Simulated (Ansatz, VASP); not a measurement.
## One calculation of BaTe, two programs

```
CELL_PARAMETERS angstrom
0.00000 3.48488 3.48488
3.48488 0.00000 3.48488
3.48488 3.48488 0.00000
ATOMIC_POSITIONS crystal
Ba 0.50000 0.50000 0.50000
Te 0.00000 0.00000 0.00000
```

Alike in both runs: task single point; functional PBE; dispersion D3(BJ); k mesh 6 × 6 × 6; occupations gaussian, width 0.05 eV; no spin polarisation.

|  | VASP | Ansatz |
| --- | --- | --- |
| version | VASP 6.6.1 | Ansatz 0.2.0 |
| potentials or method | VASP PAW PBE potentials, release 64 (Ba_sv, Te), cutoff 520 eV | scalar-relativistic, plane waves, PAW |
| valence electrons in the cell | 16 | 26 |

|  | VASP | Ansatz | Ansatz less VASP |
| --- | --- | --- | --- |
| gap on the k mesh at the Fermi level (eV) | 1.49 | 1.57 | +0.085 |
| least direct gap on the mesh (eV) | 1.87 | 1.93 | +0.053 |
| pressure (GPa) | 0.3 | 0.0 | -0.35 |

VASP's potentials hold 16 valence electrons a cell and Ansatz's 26, so a difference there can come from the potentials and not from the codes.

Spin-orbit coupling is off throughout.
